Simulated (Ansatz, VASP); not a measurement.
**Si16B in VASP and in Ansatz**

```
Si B
1.0
     0.00000    5.43000    5.43000
     5.43000    0.00000    5.43000
     5.43000    5.43000    0.00000
Si B
16 1
Direct
  0.99937 0.99940 0.00185
  0.12254 0.12245 0.12785
  0.99970 0.99964 0.49994
  0.12493 0.12448 0.62580
  0.00874 0.49702 0.99720
  0.12247 0.62710 0.12796
  0.99979 0.50037 0.50008
  0.12262 0.62734 0.62252
  0.49683 0.00944 0.99690
  0.62718 0.12248 0.12780
  0.50087 0.99961 0.49988
  0.62750 0.12255 0.62252
  0.49698 0.49695 0.99710
  0.62524 0.62627 0.12294
  0.49775 0.49764 0.50690
  0.62757 0.62732 0.62251
  0.37564 0.37847 0.86942
```

Alike in both runs: functional PBE; k mesh 2 × 2 × 2; occupations fermi-dirac, width 0.02 eV; collinear spin.

Ansatz relaxed the structure, and its values are those at the end. VASP's run is a single point on that final structure, the one shown.

|  | VASP | Ansatz |
| --- | --- | --- |
| version | VASP 6.6.1 | Ansatz 0.2.0 |
| potentials or method | VASP PAW PBE potentials, release 64 (Si, B), cutoff 420 eV | scalar-relativistic, plane waves, PAW |
| valence electrons in the cell | 67 | 67 |

|  | VASP | Ansatz | Ansatz less VASP |
| --- | --- | --- | --- |
| rms of the force components (eV/Å) | 0.010 | 0.010 | -0.0006 |
| net moment per atom (μB) | 0.00 | 0.00 | 0.000 |

The functional is the same, so the differences come from potentials, cutoffs and numerics. Ansatz's warnings: filled band counts differ across k points, seeded moment not kept.

The k mesh is coarse, so the values compare programs but aren't converged.
